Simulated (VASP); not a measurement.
Runs of VASP 6.6.1 on BAs. The structure is that of space group F-43m (No. 216), or close to it. The cells are those of the table. 

```csv
task,level,cell,gap on the mesh (eV),pressure (GPa)
relaxation of cell and atoms,PBE+D4,"relaxed from a = 3.378 Å, angles 60.0°, 2 atoms",1.18,0.0
single point,PBE+D4,"a = 3.364 Å, angles 60.0°, 2 atoms",1.18,0.7
relaxation of cell and atoms,PBEsol,"relaxed from a = 3.378 Å, angles 60.0°, 2 atoms",1.09,0.1
single point,PBEsol,"a = 3.371 Å, angles 60.0°, 2 atoms",1.09,(a)
```

Alike in all rows: potentials or basis VASP PAW PBE potentials, release 64 (B, As); no spin polarisation; k mesh 8 × 8 × 8; cutoff (eV) 500; smearing methfessel-paxton 0.02 eV.

Task: Estimate the missing entries.

Result: (a) 0.9.

Caveats: the PAW data sets were made with another functional, which shifts forces and pressure a little (at least some runs); the relaxation stopped at its first step, so nothing moved (at least some runs).

A k mesh can miss the band edges, and the runs leave out spin-orbit coupling on As.
